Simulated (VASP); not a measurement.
Runs of VASP 6.6.1 on CoSi3. The structure is that of space group Fm-3m (No. 225), or close to it. The cells are those of the table. 

| level | spin | cell | cutoff (eV) | gap on the mesh (eV) | pressure (GPa) | moment (μB) |
| --- | --- | --- | --- | --- | --- | --- |
| r2SCAN | off | a = 4.128 Å, angles 60.0°, 4 atoms | 660 | none | -1.5 | - |
| PBEsol | off | a = 4.287 Å, angles 60.0°, 4 atoms | 520 | none | -12.5 | - |
| PBEsol | off | a = 4.386 Å, angles 60.0°, 4 atoms | 520 | none | -17.3 | - |
| PBEsol | off | a = 4.209 Å, angles 60.0°, 4 atoms | 520 | none | -7.3 | - |
| r2SCAN | collinear, ferromagnetic start | a = 4.128 Å, angles 60.0°, 4 atoms | 660 | none | (b) | 0.68 |
| PBEsol | off | a = 4.505 Å, angles 60.0°, 4 atoms | 520 | none | (a) | - |
| PBEsol | collinear, ferromagnetic start | a = 4.209 Å, angles 60.0°, 4 atoms | 520 | none | -7.3 | 0.06 |

Alike in all rows: task single point; potentials or basis VASP PAW PBE potentials, release 64 (Si, Co); k mesh 12 × 12 × 12; smearing gaussian 0.1 eV.

Fill in the values left out.

(a) -21.0; (b) -1.2.

Caveats: the PAW data sets were made with another functional, which shifts forces and pressure a little.

A gap of «none» marks levels without a gap at the run's occupations.
